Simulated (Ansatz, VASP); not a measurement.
Sn: VASP beside Ansatz

```
CELL_PARAMETERS angstrom
-1.72654 1.77555 2.33834
1.72654 -1.77555 2.33834
1.72654 1.77555 -2.33834
ATOMIC_POSITIONS crystal
Sn 0.00000 0.00000 0.00000
```

Alike in both runs: functional PBEsol; k mesh 8 × 8 × 8; occupations fermi-dirac, width 0.05 eV; non-collinear spin, spin-orbit coupling.

|  | VASP | Ansatz |
| --- | --- | --- |
| version | VASP 6.6.1 | Ansatz 0.2.0 |
| potentials or method | VASP PAW PBE potentials, release 64 (Sn_d) | Ansatz PAW |
| plane-wave cutoff (eV) | 520 | 420 |
| valence electrons in the cell | 14 | 14 |
| task | single point | band structure |

|  | VASP | Ansatz | Ansatz less VASP |
| --- | --- | --- | --- |
| pressure (GPa) | -3.8 | -3.8 | +0.05 |
| traceless stress, the component that is largest in VASP (GPa) | -0.58 | -0.59 | -0.005 |

VASP's potentials were made for PBE, not for PBEsol. With one functional, cell and mesh, what is left measures potentials, basis and numerics.
